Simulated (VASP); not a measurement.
A run of VASP 6.6.1 is set up as follows.

The input POSCAR:

```
MgB2
1.0
    3.0642946782      0.0000000000      0.0000000000
   -1.5321473391      2.6537570360      0.0000000000
    0.0000000000      0.0000000000      3.4993549923
Mg B
1 2
Direct
    0.0000000000      0.0000000000      0.0000000000
    0.6666666667      0.3333333333      0.5000000000
    0.3333333333      0.6666666667      0.5000000000
```

INCAR.step1

```
SYSTEM = MgB2
PREC = Accurate ; ENCUT = 750
ISMEAR = -1 ; SIGMA = 0.05
LREAL = .False. ; LASPH = .True.
NELM = 120 ; NBANDS = 15
GGA = PE ; ALGO = Normal
EDIFF = 1E-5 ; LWAVE = .True.
LCHARG = .False. ; GGA_COMPAT = .False.
```

Contents of INCAR.step2:

```
SYSTEM = MgB2
PREC = Accurate ; ENCUT = 750
EDIFF = 1E-6 ; ISMEAR = -1
SIGMA = 0.05 ; LREAL = .False.
LASPH = .True. ; NELM = 120
ALGO = Normal ; ISIF = 2
LWAVE = .False. ; LCHARG = .False.
METAGGA = R2SCAN ; LMIXTAU = .True.
NBANDS = 15 ; ISTART = 1
GGA_COMPAT = .False.
```

KPOINTS

```
Automatic mesh
0
Gamma
  10 10 8
  0 0 0
```

Potentials or basis: VASP PAW PBE potentials, release 64 (Mg_sv, B).

Command:

```bash
$ cat potpaw_PBE.64/Mg_sv/POTCAR potpaw_PBE.64/B/POTCAR > POTCAR
$ cp INCAR.step1 INCAR
$ mpirun -np 1 vasp_std > vasp.out
$ cp INCAR.step2 INCAR
$ mpirun -np 1 vasp_std > vasp.out
```

Task: What does it give for the band gap on the k mesh?

Result: Zero (bands 8 and 9 overlap by 2.58 eV).

Task: Estimate the pressure.

Result: 0.9 GPa.

Stress tensor (GPa, compression positive):
```
1.20 0.00 0.00
0.00 1.20 0.00
0.00 0.00 0.26
```

Caveat: the PAW data sets were made with another functional, which shifts forces and pressure a little.
